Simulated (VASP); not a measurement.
# TiC (rocksalt type) (Fm-3m) in VASP: a series of runs

TiC (rocksalt type) is run at these levels: PBE; tasks: single point.

Everything below comes from runs of VASP 6.6.1. Logs are shortened: lines on timing, memory, paths and dates and some standing lists are left out, and cuts for length are marked.

### Step 1. The cell of the first run

It takes space group Fm-3m (No. 225, cubic). The conventional cell has a = 3.992 Å, b = 3.992 Å, c = 3.992 Å, α = 90.00°, β = 90.00°, γ = 90.00°. Ti (site symmetry m-3m) has 6 C at 2.00 Å within 2.6 Å. C (site symmetry m-3m) has 6 Ti at 2.00 Å within 2.6 Å.

### Step 2. Single point, PBE

INCAR

```
SYSTEM = TiC
PREC     = Accurate       ! precision mode
ENCUT    = 520            ! plane-wave cutoff, eV
EDIFF    = 1E-6           ! SCF threshold, eV
ISMEAR   = -1             ! smearing method
SIGMA    = 0.05           ! smearing width, eV
LREAL    = .FALSE.        ! projectors in reciprocal space
LASPH    = .TRUE.         ! aspherical terms in the spheres
NELM     = 100            ! most SCF steps
ALGO     = Normal         ! electronic algorithm
ISIF     = 2              ! what is computed and relaxed
LWAVE    = .FALSE.        ! write WAVECAR
LCHARG   = .FALSE.        ! write CHGCAR
GGA      = PE             ! functional
NBANDS   = 15             ! bands
```

KPOINTS

```
Automatic mesh
0
G
  17 17 17
  0 0 0
```

POSCAR

```
TiC
1.0
    0.0000000000      1.9961827434      1.9961827434
    1.9961827434      0.0000000000      1.9961827434
    1.9961827434      1.9961827434      0.0000000000
Ti C
1 1
Direct
    0.0000000000      0.0000000000      0.0000000000
    0.5000000000      0.5000000000      0.5000000000
```

Potentials or basis: VASP PAW PBE potentials, release 64 (Ti_sv, C).

The run is started by

```
> cat potpaw_PBE.64/Ti_sv/POTCAR potpaw_PBE.64/C/POTCAR > POTCAR
> mpirun -np 1 vasp_std > vasp.out
```

OUTCAR:

```text
SYSTEM = TiC
   PREC = Accurate
   ENCUT = 520
   EDIFF = 1E-6
   ISMEAR = -1
   LREAL = .FALSE.
   LASPH = .TRUE.
   NELM = 100
   ISIF = 2
   GGA = PE

 ion  position               nearest neighbor table
   1  0.000  0.000  0.000-   2 2.00   2 2.00   2 2.00   2 2.00   2 2.00   2 2.00
   2  0.500  0.500  0.500-   1 2.00   1 2.00   1 2.00   1 2.00   1 2.00   1 2.00

  LATTYP: Found a face centered cubic cell.
 ALAT       =     3.9923654868

  Lattice vectors:

 A1 = (   0.0000000000,   1.9961827434,   1.9961827434)
 A2 = (   1.9961827434,   0.0000000000,   1.9961827434)
 A3 = (   1.9961827434,   1.9961827434,   0.0000000000)

Analysis of symmetry for initial positions (statically):
=====================================================================
 Subroutine PRICEL returns:
 Original cell was already a primitive cell.

 Routine SETGRP: Setting up the symmetry group for a
 face centered cubic supercell.

 Subroutine GETGRP returns: Found 48 space group operations
[... 9 lines left out ...]

 Routine SETGRP: Setting up the symmetry group for a
 face centered cubic supercell.

 Subroutine GETGRP returns: Found 48 space group operations
[... 11 lines left out ...]
                                     Primitive cell

  volume of cell :      15.9086

  direct lattice vectors                    reciprocal lattice vectors
     0.000000000  1.996182743  1.996182743    -0.250478070  0.250478070  0.250478070
     1.996182743  0.000000000  1.996182743     0.250478070 -0.250478070  0.250478070
     1.996182743  1.996182743  0.000000000     0.250478070  0.250478070 -0.250478070

  length of vectors
     2.823028709  2.823028709  2.823028709     0.433840743  0.433840743  0.433840743

  position of ions in fractional coordinates (direct lattice)
     0.000000000  0.000000000  0.000000000
     0.500000000  0.500000000  0.500000000

  ion indices of the primitive-cell ions
   primitive index   ion index
                 1           1
                 2           2

----------------------------------------------------------------------------------------

 KPOINTS: Automatic mesh

Automatic generation of k-mesh.
 Grid dimensions read from file:
 generate k-points for:   17   17   17

 Generating k-lattice:

  Cartesian coordinates                     Fractional coordinates (reciprocal lattice)
    -0.014734004  0.014734004  0.014734004     0.058823529  0.000000000  0.000000000
     0.014734004 -0.014734004  0.014734004     0.000000000  0.058823529  0.000000000
     0.014734004  0.014734004 -0.014734004     0.000000000  0.000000000  0.058823529

  Length of vectors
     0.025520044  0.025520044  0.025520044

  Shift w.r.t. Gamma in fractional coordinates (k-lattice)
     0.000000000  0.000000000  0.000000000

 Subroutine IBZKPT returns following result:
 ===========================================

 Found    165 irreducible k-points:

 Following reciprocal coordinates:
            Coordinates               Weight
  0.000000  0.000000  0.000000      1.000000
  0.058824  0.000000  0.000000      8.000000
  0.117647  0.000000  0.000000      8.000000
  0.176471  0.000000  0.000000      8.000000
  0.235294  0.000000  0.000000      8.000000
  0.294118  0.000000  0.000000      8.000000
[... 16 lines left out ...]
 -0.176471  0.058824  0.000000     24.000000
 -0.117647  0.058824  0.000000     24.000000
 [... further k-points ...]
   k-points           NKPTS =    165   k-points in BZ     NKDIM =    165   number of bands    NBANDS=     15
   number of dos      NEDOS =    301   number of ions     NIONS =      2
   total plane-waves  NPLWV =  13824
   dimension x,y,z NGX =    24 NGY =   24 NGZ =   24
   dimension x,y,z NGXF=    48 NGYF=   48 NGZF=   48
   ions per type =               1   1
   NGX,Y,Z   is equivalent  to a cutoff of  14.13, 14.13, 14.13 a.u.
   NGXF,Y,Z  is equivalent  to a cutoff of  28.27, 28.27, 28.27 a.u.
 SYSTEM =  TiC
   PREC   = accura    normal or accurate (medium, high low for compatibility)
   ISTART =      0    job   : 0-new  1-cont  2-samecut
   ICHARG =      2    charge: 1-file 2-atom 10-const
   ISPIN  =      1    spin polarized calculation?
   LNONCOLLINEAR =      F non collinear calculations
   LSORBIT =      F    spin-orbit coupling
   LASPH  =      T    aspherical Exc in radial PAW
   ENCUT  =  520.0 eV  38.22 Ry    6.18 a.u.   5.25  5.25  5.25*2*pi/ulx,y,z
   NELM   =    100;   NELMIN=  2; NELMDL= -5     # of ELM steps
   EDIFF  = 0.1E-05   stopping-criterion for ELM
   LREAL  =      F    real-space projection
   EDIFFG = 0.1E-04   stopping-criterion for IOM
   NSW    =      0    number of steps for IOM
   IBRION =     -1    ionic relax: 0-MD 1-quasi-New 2-CG
   NFREE  =      0    steps in history (QN), initial steepest desc. (CG)
   ISIF   =      2    stress and relaxation
   ISYM   =      2    0-nonsym 1-usesym 2-fastsym
   POTIM  = 0.5000    time-step for ionic-motion
   TEBEG  =    0.0;   TEEND  =   0.0 temperature during run
   PSTRESS=    0.0 pullay stress
   NELECT =      16.0000    total number of electrons
   NUPDOWN=      -1.0000    fix difference up-down
   EMIN   =  10.00;   EMAX   =-10.00  energy-range for DOS
   EFERMI =   0.00;   METHOD = LEGACY
   ISMEAR =    -1;   SIGMA  =   0.05  broadening in eV -4-tet -1-fermi 0-gaus
   EFERMI_NEDOS =   21; number of points for ismear=-14 and -15
   IALGO  =     38    algorithm
   IMIX   =      4    mixing-type and parameters
     AMIX     =   0.40;   BMIX     =  1.00
     AMIX_MAG =   1.60;   BMIX_MAG =  1.00
  volume/ion in A,a.u.               =       7.95        53.68
  Fermi-wavevector in a.u.,A,eV,Ry     =   1.640229  3.099584 36.604457  2.690352
  Thomas-Fermi vector in A             =   2.730902
   LORBIT       =      0    0 simple, 1 ext, 2 COOP (PROOUT), +10 PAW based schemes
   GGA     = PE    functional components
   LHFCALC =     F    Hartree Fock is set to
   AEXX    =    0.0000 exact exchange contribution
   IVDW    =     0    specifies the selected vdW correction
   LEPSILON=     F    determine dielectric tensor
   LRPA    =     F    only Hartree local field effects (RPA)
 non-spin polarized calculation
  energy-cutoff  :      520.00
  volume of cell :       15.91
 maximum number of plane-waves:       444
 NGX is ok and might be reduce to    24
   NGX = 11   NGY = 11   NGZ = 11

 number of electron      15.9999999 magnetization

 Free energy of the ion-electron system (eV)
  ---------------------------------------------------
  ext. energy  EPLUGINS =         0.00000000
  ---------------------------------------------------
  free energy    TOTEN  =       -17.57798750 eV

  energy without entropy =      -17.57579237  energy(sigma->0) =      -17.57688993

 E-fermi :  12.5724     XC(G=0): -14.0148

 val. band max:       12.5528559932   @ k =  -0.4706   0.4706   0.0000
 cond. band min:      12.6253305553   @ k =   0.4118   0.4118   0.0000
 fundamental gap:      0.0724745620
 Fermi energy:        12.5723515636

 k-point     1 :       0.0000    0.0000    0.0000
  band No.  band energies     occupation
      1     -43.3683      2.00000
      2     -19.1651      2.00000
      3     -19.1651      2.00000
      4     -19.1651      2.00000
      5      -0.9216      2.00000
      6      13.2761      0.00000
      7      13.2761      0.00000
      8      13.2761      0.00000
      9      14.5643      0.00000
     10      14.5643      0.00000
     11      14.5643      0.00000
     12      14.8045      0.00000
     13      14.8045      0.00000
     14      27.0057      0.00000
     15      27.5559      0.00000

 k-point     2 :       0.0588    0.0000    0.0000
  band No.  band energies     occupation
      1     -43.3613      2.00000
      2     -19.2084      2.00000
      3     -19.1685      2.00000
      4     -19.1685      2.00000
      5      -0.8126      2.00000
      6      12.7815      0.03007
      7      13.0844      0.00007
      8      13.0844      0.00007
      9      13.8001      0.00000
     10      13.8001      0.00000
     11      14.8775      0.00000
     12      15.9236      0.00000
     13      15.9236      0.00000
     14      27.1269      0.00000
     15      27.6997      0.00000

 k-point     3 :       0.1176    0.0000    0.0000
  band No.  band energies     occupation
      1     -43.3411      2.00000
      2     -19.3309      2.00000
      3     -19.1783      2.00000
      4     -19.1783      2.00000
      5      -0.4943      2.00000
      6      11.8236      2.00000
      7      12.2128      1.99849
      8      12.2128      1.99849
      9      13.8383      0.00000
     10      13.8383      0.00000
     11      15.3421      0.00000
     12      17.2346      0.00000
     13      17.2346      0.00000
     14      27.3749      0.00000
     15      28.0800      0.00000

 k-point     4 :       0.1765    0.0000    0.0000
  band No.  band energies     occupation
      1     -43.3104      2.00000
      2     -19.5128      2.00000
      3     -19.1931      2.00000
      4     -19.1931      2.00000
      5       0.0089      2.00000
      6      10.7290      2.00000
      7      11.2837      2.00000
      8      11.2837      2.00000
      9      14.1907      0.00000
     10      14.1907      0.00000
     11      15.7551      0.00000
     12      18.5668      0.00000
     13      18.5668      0.00000
     14      27.3159      0.00000
     15      28.7261      0.00000
[... 307 lines left out ...]
 k-point    22 :      -0.2353    0.0588    0.0000
  band No.  band energies     occupation
      1     -43.2555      2.00000
      2     -19.8003      2.00000
      3     -19.2640      2.00000
      4     -19.2000      2.00000
      5       0.9697      2.00000
      6       9.1250      2.00000
      7      10.0321      2.00000
      8      10.3782      2.00000
      9      14.5711      0.00000
     10      15.1899      0.00000
     11      16.4817      0.00000
     12      19.5740      0.00000
     13      20.9549      0.00000
     14      26.4586      0.00000
     15      29.7921      0.00000

 k-point    23 :      -0.1765    0.0588    0.0000
  band No.  band energies     occupation
      1     -43.2933      2.00000
      2     -19.5902      2.00000
      3     -19.2417      2.00000
      4     -19.1828      2.00000
      5       0.2894      2.00000
      6      10.2218      2.00000
      7      10.7423      2.00000
      8      11.0830      2.00000
      9      14.0629      0.00000
     10      14.7586      0.00000
     11      16.0804      0.00000
     12      18.3455      0.00000
     13      19.7326      0.00000
     14      27.3069      0.00000
     15      28.9390      0.00000

 k-point    24 :      -0.1176    0.0588    0.0000
  band No.  band energies     occupation
      1     -43.3262      2.00000
      2     -19.4027      2.00000
      3     -19.2175      2.00000
      4     -19.1709      2.00000
      5      -0.2580      2.00000
      6      11.3182      2.00000
      7      11.5936      2.00000
      8      11.8104      2.00000
      9      13.6627      0.00000
     10      14.4402      0.00000
     11      15.6991      0.00000
     12      17.1311      0.00000
     13      18.4360      0.00000
     14      27.5463      0.00000
     15      28.2901      0.00000

 [... further k-points ...]

------------------------ aborting loop because EDIFF is reached ----------------------------------------

  FORCE on cell =-STRESS in cart. coord.  units (eV):
  Direction    XX          YY          ZZ          XY          YZ          ZX
  --------------------------------------------------------------------------------------
  -------------------------------------------------------------------------------------
  Total        9.9055121      9.9055121      9.9055121      0.0000000      0.0000000      0.0000000
  in kB      997.6004309    997.6004309    997.6004309      0.0000000      0.0000000      0.0000000
  external PRESSURE =     997.6004309 kB  Pullay stress =       0.0000000 kB

 VOLUME and BASIS-vectors are now :
 -----------------------------------------------------------------------------
  energy-cutoff  :      520.00
  volume of cell :       15.91
      direct lattice vectors                 reciprocal lattice vectors
     0.000000000  1.996182743  1.996182743    -0.250478070  0.250478070  0.250478070
     1.996182743  0.000000000  1.996182743     0.250478070 -0.250478070  0.250478070
     1.996182743  1.996182743  0.000000000     0.250478070  0.250478070 -0.250478070

 POSITION                                       TOTAL-FORCE (eV/Angst)
 -----------------------------------------------------------------------------------
      0.00000      0.00000      0.00000         0.000000      0.000000      0.000000
      1.99618      1.99618      1.99618        -0.000000     -0.000000     -0.000000
 -----------------------------------------------------------------------------------
    total drift:                                0.000000     -0.000000     -0.000000

  FREE ENERGIE OF THE ION-ELECTRON SYSTEM (eV)
  ---------------------------------------------------
  free  energy   TOTEN  =       -17.5779875008 eV

  energy  without entropy=      -17.5757923671  energy(sigma->0) =      -17.57688993
```

Wall time 25 s (1 thread of Intel Xeon Platinum 8488C (Sapphire Rapids), shared host); peak memory 0.17 GiB.

Results:

| Property | Result |
| --- | --- |
| Free energy | -17.5780 eV |
| Pressure | 99.8 GPa |
| Band gap on the k mesh | zero (band 8 reaches 13.28 eV, above the bottom of band 9 at 12.11 eV) |

### Step 3. Single point, PBE

This run uses another cell than the first one, of 10.17 Å³/atom, 1.278 times its volume.

INCAR

```
SYSTEM = TiC
  ALGO = Normal
  EDIFF = 1E-7
  ENCUT = 520
  GGA = PE
  ISIF = 2
  ISMEAR = -1
  LASPH = .True.
  LCHARG = .True.
  LELF = .True.
  LREAL = .False.
  LVHAR = .True.
  LWAVE = .False.
  NBANDS = 15
  NELM = 100
  PREC = Accurate
  SIGMA = 0.05
```

KPOINTS

```
k-points
0
Gamma
  16 16 16
  0 0 0
```

POSCAR

```
TiC
1.0
    0.0000000000      2.1663529942      2.1663529942
    2.1663529942      0.0000000000      2.1663529942
    2.1663529942      2.1663529942      0.0000000000
Ti C
1 1
Direct
    0.0000000000      0.0000000000      0.0000000000
    0.5000000000      0.5000000000      0.5000000000
```

Potentials or basis: VASP PAW PBE potentials, release 64 (Ti_sv, C).

The run is started by

```
> cat potpaw_PBE.64/Ti_sv/POTCAR potpaw_PBE.64/C/POTCAR > POTCAR
> mpirun -np 1 vasp_std > vasp.out
```

OUTCAR:

```text
SYSTEM = TiC
   EDIFF = 1E-7
   ENCUT = 520
   GGA = PE
   ISIF = 2
   ISMEAR = -1
   LASPH = .True.
   LREAL = .False.
   NELM = 100
   PREC = Accurate

 ion  position               nearest neighbor table
   1  0.000  0.000  0.000-   2 2.17   2 2.17   2 2.17   2 2.17   2 2.17   2 2.17
   2  0.500  0.500  0.500-   1 2.17   1 2.17   1 2.17   1 2.17   1 2.17   1 2.17

  LATTYP: Found a face centered cubic cell.
 ALAT       =     4.3327059884

  Lattice vectors:

[... 619 lines left out ...]

  FORCE on cell =-STRESS in cart. coord.  units (eV):
  Direction    XX          YY          ZZ          XY          YZ          ZX
  --------------------------------------------------------------------------------------
  -------------------------------------------------------------------------------------
  Total        0.0325778      0.0325778      0.0325778      0.0000000      0.0000000     -0.0000000
  in kB        2.5669351      2.5669351      2.5669351      0.0000000      0.0000000     -0.0000000
  external PRESSURE =       2.5669351 kB  Pullay stress =       0.0000000 kB

 VOLUME and BASIS-vectors are now :
 -----------------------------------------------------------------------------
  energy-cutoff  :      520.00
  volume of cell :       20.33
      direct lattice vectors                 reciprocal lattice vectors
     0.000000000  2.166352994  2.166352994    -0.230802645  0.230802645  0.230802645
     2.166352994  0.000000000  2.166352994     0.230802645 -0.230802645  0.230802645
     2.166352994  2.166352994  0.000000000     0.230802645  0.230802645 -0.230802645

 POSITION                                       TOTAL-FORCE (eV/Angst)
 -----------------------------------------------------------------------------------
      0.00000      0.00000      0.00000         0.000000      0.000000      0.000000
      2.16635      2.16635      2.16635         0.000000      0.000000      0.000000
 -----------------------------------------------------------------------------------
    total drift:                                0.000000     -0.000000     -0.000000

  FREE ENERGIE OF THE ION-ELECTRON SYSTEM (eV)
  ---------------------------------------------------
  free  energy   TOTEN  =       -18.7100903908 eV

  energy  without entropy=      -18.7071272701  energy(sigma->0) =      -18.70860883
```

stdout:

```text
POSCAR found type information on POSCAR TiC
 POSCAR found :  2 types and       2 ions
 scaLAPACK will be used
 LDA part: xc-table for (Slater+PW92), standard interpolation
 POSCAR, INCAR and KPOINTS ok, starting setup
 FFT: planning ... GRIDC
 FFT: planning ... GRID_SOFT
 FFT: planning ... GRID
 WAVECAR not read
 entering main loop
```

Wall time 25 s (1 thread of Intel Xeon Platinum 8488C (Sapphire Rapids), shared host); peak memory 0.17 GiB.

Results:

```yaml
Free_energy: -18.7101 eV
Pressure: 0.3 GPa
Band_gap_on_the_k_mesh: zero (band 8 reaches 10.10 eV, above the bottom of band 9 at 9.00 eV)
```
